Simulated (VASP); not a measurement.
Write the native input for VASP 6.6.1 that does the following.

* Task: single point
* Functional: PBE
* Potentials or basis: VASP PAW PBE potentials, release 64 (Si, C)
* Cutoff: 520 eV
* k mesh: 2 × 2 × 2
* Occupations: gaussian, width 0.05 eV
* Spin: collinear spin, zero start
* Starting moments: [0.0, 0.0, 0.0, 0.0, 0.0, 0.0, 0.0, 0.0, 0.0, 0.0, 0.0, 0.0, 0.0, 0.0, 0.0, 0.0, 0.0] μB
* Dipole correction: no
* Further INCAR settings: LREAL = Auto; ALGO = Normal; EDIFF = 1e-06; NBANDS = 52

The structure of Si16C (a cell with a defect) lies in POSCAR:

```
Si16C
1.0
    0.0000000000      5.4300000000      5.4300000000
    5.4300000000      0.0000000000      5.4300000000
    5.4300000000      5.4300000000      0.0000000000
Si C
16 1
Direct
   -0.0047501842      0.0303593923     -0.0302072744
    0.1242425414      0.1325394107      0.1122651934
    0.0025229282      0.0146461326      0.4863015654
    0.1485887661      0.1292432781      0.6012191529
   -0.0186699816      0.5048057090      0.0175073665
    0.0604348987      0.6619739411      0.1473814917
    0.0394714549      0.4795948435      0.5664451197
    0.1433829650      0.6460417127      0.6550610497
    0.4980558011      0.0060721915     -0.0053406998
    0.6207324125      0.1517766114      0.1001895028
    0.5234482505     -0.0033534070      0.4723574586
    0.6298344383      0.1120751381      0.6215911602
    0.4605264273      0.5251058011     -0.0023350829
    0.6075332413      0.6314015654      0.1185628913
    0.5008568140      0.4846912523      0.4926859116
    0.6083771639      0.6303668508      0.6055554328
    0.8663924494      0.6732779006      0.4131075506
```

These files were run (other wordings do the same):

INCAR

```
PREC = Accurate
ENCUT = 520
EDIFF = 1E-6
ISMEAR = 0
SIGMA = 0.05
LREAL = Auto
LASPH = True
NELM = 150
ALGO = Normal
ISIF = 2
LWAVE = False
LCHARG = False
ISPIN = 2
MAGMOM = 0 0 0 0 0 0 0 0 0 0 0 0 0 0 0 0 0
LORBIT = 11
GGA = PE
NBANDS = 52
```

KPOINTS

```
regular mesh
0
Gamma
  2 2 2
```

Potentials or basis: VASP PAW PBE potentials, release 64 (Si, C).

Command:

```console
$ cat potpaw_PBE.64/Si/POTCAR potpaw_PBE.64/C/POTCAR > POTCAR
$ mpirun -np 1 vasp_std > vasp.out
```

Results of the run:

* Pressure: 3.6 GPa
* Largest force: 0.172 eV/Å
* Band gap on the k mesh: zero (filled and empty bands overlap)
* Net moment: 0.00 μB per cell
* Valence electrons inside the program's atomic spheres: Si 1.70, 1.69, 1.71, 1.66, 1.73, 1.68, 1.65, 1.67; C 2.46

Caveat: the k points lie up to 0.50 Å⁻¹ apart.

Run time: 6.3 min on 1 thread of Intel(R) Xeon(R) 6975P-C (Granite Rapids), with other jobs on the host, peak memory 0.71 GiB.
